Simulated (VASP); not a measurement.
The system is Pt.

```xyz
1
Lattice="-1.5515 1.5515 1.5515 1.5515 -1.5515 1.5515 1.5515 1.5515 -1.5515" Properties=species:S:1:pos:R:3 pbc="T T T"
Pt    0.0000    0.0000    0.0000
```

Base run:

* Program: VASP 6.6.1
* Functional: LDA
* Potentials or basis: VASP PAW LDA potentials, release 64 (Pt)
* Cutoff: 520 eV
* k mesh: 14 × 14 × 14
* Occupations: fermi-dirac, width 0.1 eV
* Spin: non-collinear spin, zero start, spin-orbit coupling
* Starting moments: [[0.0, 0.0, 0.0]] μB

Its results: pressure 1.4 GPa.

The run is repeated on the same cell with these changes: spin from non-collinear spin, zero start, spin-orbit coupling to no spin polarisation; further incar settings from ALGO = Normal; EDIFF = 1e-06; NBANDS = 21 to ALGO = Normal; EDIFF = 1e-07; NBANDS = 11. What comes out?

Pressure 0.7 GPa.
